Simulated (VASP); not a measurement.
GaN: elastic constants with PBEsol

GaN:

```
CELL_PARAMETERS angstrom
0.00000 2.23400 2.23400
2.23400 0.00000 2.23400
2.23400 2.23400 0.00000
ATOMIC_POSITIONS crystal
Ga 0.00000 0.00000 0.00000
N 0.25000 0.25000 0.25000
```

```json
{"Program": "VASP 6.6.1", "Task": "elastic constants", "Functional": "PBEsol", "Potentials or basis": "VASP PAW PBE potentials, release 64 (Ga_d, N)", "Cutoff": "600 eV", "k mesh": "10 × 10 × 10", "Occupations": "gaussian, width 0.01 eV", "Spin": "no spin polarisation", "Dipole correction": "no", "Ions in elastic constants": "relaxed", "Further INCAR settings": "ALGO = Normal; EDIFF = 1e-08; IBRION = 6; POTIM = 0.015; NSW = 1; ISIF = 3"}
```

The elastic constants C11, C12, C44 are 281, 159, 156 GPa. The voigt bulk modulus is 200 GPa and the highest phonon frequency at Γ, LO-TO splitting left out is 549 cm⁻¹.

Phonon frequencies in cm⁻¹ (negative: imaginary):
```csv
q point,frequencies
"(0.000, 0.000, 0.000)",0 0 0 549 549 549
```

Elastic tensor in Voigt notation (GPa, in the Cartesian axes of the cell as first typed):
```
281 159 159   0   0   0
159 281 159   0   0   0
159 159 281   0   0   0
  0   0   0 156   0   0
  0   0   0   0 156   0
  0   0   0   0   0 156
```

Clamped-ion elastic tensor (GPa):
```
281 159 159   0   0   0
159 281 159   0   0   0
159 159 281   0   0   0
  0   0   0 204   0   0
  0   0   0   0 204   0
  0   0   0   0   0 204
```

Run time: 9.4 min on 1 thread of Intel(R) Xeon(R) Platinum 8488C (Sapphire Rapids) (shared host), peak memory 0.32 GiB.

Caveat: the cell is under stress, which shifts elastic constants; the PAW data sets were made with another functional, which shifts forces and pressure a little.
